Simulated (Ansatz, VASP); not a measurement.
# Ti3Al: VASP beside Ansatz

```xyz
4
Lattice="0.0000 3.4343 3.4343 3.4343 0.0000 3.4343 3.4343 3.4343 0.0000" Properties=species:S:1:pos:R:3 pbc="T T T"
Ti    5.1514    5.1514    5.1514
Ti    1.7171    1.7171    1.7171
Ti    0.0000    0.0000    0.0000
Al    3.4343    3.4343    3.4343
```

Alike in both runs: task single point; functional PBE; k mesh 10 × 10 × 10; occupations gaussian, width 0.05 eV; collinear spin.

|  | VASP | Ansatz |
| --- | --- | --- |
| version | VASP 6.6.1 | Ansatz 0.2.0 |
| potentials or method | VASP PAW PBE potentials, release 64 (Ti_sv, Al), cutoff 520 eV | scalar-relativistic, plane waves, PAW |
| valence electrons in the cell | 39 | 39 |

```csv
,VASP,Ansatz,Ansatz less VASP
gap on the k mesh at the Fermi level (eV),none,none,-
pressure (GPa),-14.0,-14.0,+0.04
net moment per atom (μB),0.63,0.63,0.000
size of the moment on the site where the two differ most (μB),1.18,1.27,+0.090
```

Site moments also hang on the region over which each program counts them. A gap of «none» marks a metal or a gap that the smearing closes.
